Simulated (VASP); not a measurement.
Here is a VASP 6.6.1 calculation.

File INCAR:

```
SYSTEM = Pb
PREC     = Accurate       ! precision mode
ENCUT    = 520            ! plane-wave cutoff, eV
EDIFF    = 1E-7           ! SCF threshold, eV
ISMEAR   = -1             ! smearing method
SIGMA    = 0.05           ! smearing width, eV
LREAL    = .FALSE.        ! projectors in reciprocal space
LASPH    = .TRUE.         ! aspherical terms in the spheres
NELM     = 60             ! most SCF steps
ALGO     = Normal         ! electronic algorithm
ISIF     = 2              ! what is computed and relaxed
LWAVE    = .FALSE.        ! write WAVECAR
LCHARG   = .FALSE.        ! write CHGCAR
GGA      = PE             ! functional
NBANDS   = 13             ! bands
```

The input KPOINTS:

```
regular mesh
0
G
  12 12 12
  0 0 0
```

Contents of POSCAR:

```
Pb
1.0
    3.0827713012      0.0000000000      0.0000000000
    0.0000000000      3.0827713012      0.0000000000
    0.0000000000      0.0000000000      3.0827713012
Pb
1
Direct
    0.0000000000      0.0000000000      0.0000000000
```

Potentials or basis: VASP PAW PBE potentials, release 64 (Pb_d).

Command:

```console
$ cat potpaw_PBE.64/Pb_d/POTCAR > POTCAR
$ mpirun -np 1 vasp_std > vasp.out
```

Question: What does it give for the pressure?

Answer: 8.5 GPa.

Question: Estimate the band gap on the k mesh.

Answer: Zero (band 7 reaches 12.89 eV, above the bottom of band 8 at 5.28 eV).

Caveat: spin-orbit coupling is left out, which moves the levels of the heavy elements.
